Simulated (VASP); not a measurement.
# InP (F-43m) in VASP: single point with LDA

Aim: the single point of InP with LDA.

Everything below comes from runs of VASP 6.6.1. Logs are shortened: lines on timing, memory, paths and dates and some standing lists are left out, and cuts for length are marked.

### Step 1. The cell of the first run

The structure is cubic, space group F-43m (No. 216). Conventional cell: a = 5.861 Å, b = 5.861 Å, c = 5.861 Å, α = 90.00°, β = 90.00°, γ = 90.00°. Within 3.3 Å of In (site symmetry -43m) lie 4 P at 2.54 Å. P (site symmetry -43m) has 4 In at 2.54 Å within 3.3 Å.

### Step 2. Single point, LDA

The input, INCAR:

```
ALGO = Normal
EDIFF = 1E-6
ENCUT = 500
GGA = CA
GGA_COMPAT = False
ISIF = 2
ISMEAR = 0
LASPH = True
LCHARG = False
LREAL = False
LWAVE = False
NBANDS = 16
NELM = 120
PREC = Accurate
SIGMA = 0.01
```

The input, KPOINTS:

```
k-points
0
Gamma
  3 3 3
```

The input, POSCAR:

```
InP
1.0
    0.0000000000      2.9305000000      2.9305000000
    2.9305000000      0.0000000000      2.9305000000
    2.9305000000      2.9305000000      0.0000000000
In P
1 1
Direct
    0.0000000000      0.0000000000      0.0000000000
    0.2500000000      0.2500000000      0.2500000000
```

Potentials or basis: VASP PAW LDA potentials, release 64 (In_d, P).

Run with:

```
> cat potpaw_LDA.64/In_d/POTCAR potpaw_LDA.64/P/POTCAR > POTCAR
> mpirun -np 1 vasp_std > vasp.out
```

OUTCAR:

```text
EDIFF = 1E-6
   ENCUT = 500
   GGA = CA
   ISIF = 2
   ISMEAR = 0
   LASPH = True
   LREAL = False
   NELM = 120
   PREC = Accurate

 ion  position               nearest neighbor table
   1  0.000  0.000  0.000-   2 2.54   2 2.54   2 2.54   2 2.54
   2  0.250  0.250  0.250-   1 2.54   1 2.54   1 2.54   1 2.54

  LATTYP: Found a face centered cubic cell.
 ALAT       =     5.8610000000

  Lattice vectors:

 A1 = (   0.0000000000,   2.9305000000,   2.9305000000)
 A2 = (   2.9305000000,   0.0000000000,   2.9305000000)
 A3 = (   2.9305000000,   2.9305000000,   0.0000000000)

Analysis of symmetry for initial positions (statically):
=====================================================================
 Subroutine PRICEL returns:
 Original cell was already a primitive cell.

 Routine SETGRP: Setting up the symmetry group for a
 face centered cubic supercell.

 Subroutine GETGRP returns: Found 24 space group operations
 (whereof 24 operations were pure point group operations)
 out of a pool of 48 trial point group operations.

The static configuration has the point symmetry T_d .

Analysis of symmetry for dynamics (positions and initial velocities):
=====================================================================
 Subroutine PRICEL returns:
 Original cell was already a primitive cell.

 Routine SETGRP: Setting up the symmetry group for a
 face centered cubic supercell.

 Subroutine GETGRP returns: Found 24 space group operations
 (whereof 24 operations were pure point group operations)
 out of a pool of 48 trial point group operations.

The dynamic configuration has the point symmetry T_d .

 Subroutine INISYM returns: Found 24 space group operations
 (whereof 24 operations are pure point group operations),
 and found     1 'primitive' translations

----------------------------------------------------------------------------------------

                                     Primitive cell

  volume of cell :      50.3333

  direct lattice vectors                    reciprocal lattice vectors
     0.000000000  2.930500000  2.930500000    -0.170619348  0.170619348  0.170619348
     2.930500000  0.000000000  2.930500000     0.170619348 -0.170619348  0.170619348
     2.930500000  2.930500000  0.000000000     0.170619348  0.170619348 -0.170619348

  length of vectors
     4.144352845  4.144352845  4.144352845     0.295521380  0.295521380  0.295521380

  position of ions in fractional coordinates (direct lattice)
     0.000000000  0.000000000  0.000000000
     0.250000000  0.250000000  0.250000000

  ion indices of the primitive-cell ions
   primitive index   ion index
                 1           1
                 2           2

----------------------------------------------------------------------------------------

 KPOINTS: k-points

Automatic generation of k-mesh.
 Grid dimensions read from file:
 generate k-points for:    3    3    3

 Generating k-lattice:

  Cartesian coordinates                     Fractional coordinates (reciprocal lattice)
    -0.056873116  0.056873116  0.056873116     0.333333333  0.000000000  0.000000000
     0.056873116 -0.056873116  0.056873116     0.000000000  0.333333333  0.000000000
     0.056873116  0.056873116 -0.056873116     0.000000000  0.000000000  0.333333333

  Length of vectors
     0.098507127  0.098507127  0.098507127

  Shift w.r.t. Gamma in fractional coordinates (k-lattice)
     0.000000000  0.000000000  0.000000000

 Subroutine IBZKPT returns following result:
 ===========================================

 Found      4 irreducible k-points:

 Following reciprocal coordinates:
            Coordinates               Weight
  0.000000  0.000000  0.000000      1.000000
  0.333333  0.000000  0.000000      8.000000
  0.333333  0.333333  0.000000      6.000000
 -0.333333  0.333333  0.000000     12.000000
   k-points           NKPTS =      4   k-points in BZ     NKDIM =      4   number of bands    NBANDS=     16
   number of dos      NEDOS =    301   number of ions     NIONS =      2
   total plane-waves  NPLWV =  27000
   dimension x,y,z NGX =    30 NGY =   30 NGZ =   30
   dimension x,y,z NGXF=    60 NGYF=   60 NGZF=   60
   ions per type =               1   1
   NGX,Y,Z   is equivalent  to a cutoff of  12.03, 12.03, 12.03 a.u.
   NGXF,Y,Z  is equivalent  to a cutoff of  24.07, 24.07, 24.07 a.u.
 SYSTEM =  unknown system
   PREC   = accura    normal or accurate (medium, high low for compatibility)
   ISTART =      0    job   : 0-new  1-cont  2-samecut
   ICHARG =      2    charge: 1-file 2-atom 10-const
   ISPIN  =      1    spin polarized calculation?
   LNONCOLLINEAR =      F non collinear calculations
   LSORBIT =      F    spin-orbit coupling
   LASPH  =      T    aspherical Exc in radial PAW
   ENCUT  =  500.0 eV  36.75 Ry    6.06 a.u.   7.56  7.56  7.56*2*pi/ulx,y,z
   NELM   =    120;   NELMIN=  2; NELMDL= -5     # of ELM steps
   EDIFF  = 0.1E-05   stopping-criterion for ELM
   LREAL  =      F    real-space projection
   EDIFFG = 0.1E-04   stopping-criterion for IOM
   NSW    =      0    number of steps for IOM
   IBRION =     -1    ionic relax: 0-MD 1-quasi-New 2-CG
   NFREE  =      0    steps in history (QN), initial steepest desc. (CG)
   ISIF   =      2    stress and relaxation
   ISYM   =      2    0-nonsym 1-usesym 2-fastsym
   POTIM  = 0.5000    time-step for ionic-motion
   TEBEG  =    0.0;   TEEND  =   0.0 temperature during run
   PSTRESS=    0.0 pullay stress
   NELECT =      18.0000    total number of electrons
   NUPDOWN=      -1.0000    fix difference up-down
   EMIN   =  10.00;   EMAX   =-10.00  energy-range for DOS
   EFERMI =   0.00;   METHOD = LEGACY
   ISMEAR =     0;   SIGMA  =   0.01  broadening in eV -4-tet -1-fermi 0-gaus
   EFERMI_NEDOS =   21; number of points for ismear=-14 and -15
   IALGO  =     38    algorithm
   IMIX   =      4    mixing-type and parameters
     AMIX     =   0.40;   BMIX     =  1.00
     AMIX_MAG =   1.60;   BMIX_MAG =  1.00
  volume/ion in A,a.u.               =      25.17       169.83
  Fermi-wavevector in a.u.,A,eV,Ry     =   1.162021  2.195901 18.371846  1.350293
  Thomas-Fermi vector in A             =   2.298587
   LORBIT       =      0    0 simple, 1 ext, 2 COOP (PROOUT), +10 PAW based schemes
   GGA     = CA    functional components
   LHFCALC =     F    Hartree Fock is set to
   AEXX    =    0.0000 exact exchange contribution
   IVDW    =     0    specifies the selected vdW correction
   LEPSILON=     F    determine dielectric tensor
   LRPA    =     F    only Hartree local field effects (RPA)
 non-spin polarized calculation
 Gauss-broadening in eV      SIGMA  =   0.01
  energy-cutoff  :      500.00
  volume of cell :       50.33
 maximum number of plane-waves:      1283
 NGX is ok and might be reduce to    30
   NGX = 15   NGY = 15   NGZ = 15

 number of electron      18.0000009 magnetization

 Free energy of the ion-electron system (eV)
  ---------------------------------------------------
  ext. energy  EPLUGINS =         0.00000000
  ---------------------------------------------------
  free energy    TOTEN  =        -9.24082775 eV

  energy without entropy =       -9.24082775  energy(sigma->0) =       -9.24082775

 E-fermi :   5.2551     XC(G=0):  -9.5790

 val. band max:        5.1371339126   @ k =   0.0000   0.0000   0.0000
 cond. band min:       5.5932143653   @ k =   0.0000   0.0000   0.0000
 fundamental gap:      0.4560804527
 Fermi energy:         5.2551118765

 k-point     1 :       0.0000    0.0000    0.0000
  band No.  band energies     occupation
      1      -9.1879      2.00000
      2      -9.1879      2.00000
      3      -9.1879      2.00000
      4      -9.0396      2.00000
      5      -9.0396      2.00000
      6      -6.4304      2.00000
      7       5.1371      2.00000
      8       5.1371      2.00000
      9       5.1371      2.00000
     10       5.5932      0.00000
     11       9.0035      0.00000
     12       9.0035      0.00000
     13       9.0035      0.00000
     14      13.3114      0.00000
     15      14.5166      0.00000
     16      14.5166      0.00000

 k-point     2 :       0.3333    0.0000    0.0000
  band No.  band energies     occupation
      1      -9.2727      2.00000
      2      -9.1560      2.00000
      3      -9.1560      2.00000
      4      -9.0325      2.00000
      5      -9.0325      2.00000
      6      -5.2904      2.00000
      7       0.4341      2.00000
      8       4.3286      2.00000
      9       4.3286      2.00000
     10       6.5454      0.00000
     11       9.8045      0.00000
     12       9.8045      0.00000
     13      11.1869      0.00000
     14      13.6779      0.00000
     15      14.0925      0.00000
     16      14.0925      0.00000

 k-point     3 :       0.3333    0.3333    0.0000
  band No.  band energies     occupation
      1      -9.3259      2.00000
      2      -9.1104      2.00000
      3      -9.1104      2.00000
      4      -9.0773      2.00000
      5      -9.0130      2.00000
      6      -4.9025      2.00000
      7       0.5525      2.00000
      8       3.1708      2.00000
      9       3.1708      2.00000
     10       6.9213      0.00000
     11       7.7764      0.00000
     12      12.5454      0.00000
     13      12.5454      0.00000
     14      12.5683      0.00000
     15      15.4120      0.00000
     16      18.1725      0.00000

 k-point     4 :      -0.3333    0.3333    0.0000
  band No.  band energies     occupation
      1      -9.3210      2.00000
      2      -9.1282      2.00000
      3      -9.1084      2.00000
      4      -9.0542      2.00000
      5      -9.0276      2.00000
      6      -4.1341      2.00000
      7      -0.5099      2.00000
      8       1.6247      2.00000
      9       3.4088      2.00000
     10       7.5137      0.00000
     11      10.0755      0.00000
     12      11.7573      0.00000
     13      12.0238      0.00000
     14      12.8248      0.00000
     15      14.2078      0.00000
     16      18.0441      0.00000

------------------------ aborting loop because EDIFF is reached ----------------------------------------

  FORCE on cell =-STRESS in cart. coord.  units (eV):
  Direction    XX          YY          ZZ          XY          YZ          ZX
  --------------------------------------------------------------------------------------
  -------------------------------------------------------------------------------------
  Total       -0.1174304     -0.1174304     -0.1174304      0.0000000      0.0000000      0.0000000
  in kB       -3.7379721     -3.7379721     -3.7379721      0.0000000      0.0000000      0.0000000
  external PRESSURE =      -3.7379721 kB  Pullay stress =       0.0000000 kB

 VOLUME and BASIS-vectors are now :
 -----------------------------------------------------------------------------
  energy-cutoff  :      500.00
  volume of cell :       50.33
      direct lattice vectors                 reciprocal lattice vectors
     0.000000000  2.930500000  2.930500000    -0.170619348  0.170619348  0.170619348
     2.930500000  0.000000000  2.930500000     0.170619348 -0.170619348  0.170619348
     2.930500000  2.930500000  0.000000000     0.170619348  0.170619348 -0.170619348

 POSITION                                       TOTAL-FORCE (eV/Angst)
 -----------------------------------------------------------------------------------
      0.00000      0.00000      0.00000        -0.000000     -0.000000     -0.000000
      1.46525      1.46525      1.46525         0.000000      0.000000      0.000000
 -----------------------------------------------------------------------------------
    total drift:                                0.000000      0.000000     -0.000000

  FREE ENERGIE OF THE ION-ELECTRON SYSTEM (eV)
  ---------------------------------------------------
  free  energy   TOTEN  =        -9.2408277544 eV

  energy  without entropy=       -9.2408277544  energy(sigma->0) =       -9.24082775
```

Wall time 7.8 s (1 thread of Intel Xeon Platinum 8375C at 2.90GHz (Ice Lake), shared host); peak memory 0.14 GiB.

Results:

```
Free energy            : -9.2408 eV
Pressure               : -0.4 GPa
Band gap on the k mesh : 0.46 eV, direct
```

Levels at points of the mesh, in eV from the valence-band top:
| k point | band 6 | band 7 | band 8 | band 9 | band 10 | band 11 | band 12 | band 13 |
| --- | --- | --- | --- | --- | --- | --- | --- | --- |
| (0.00, 0.00, 0.00) | -11.57 | 0.00 | 0.00 | 0.00 | 0.46 | 3.87 | 3.87 | 3.87 |

Caveat: the k points lie up to 0.62 Å⁻¹ apart; spin-orbit coupling is left out, which moves the levels of the heavy elements. LDA gaps usually lie below the measured ones, often by a third to a half.
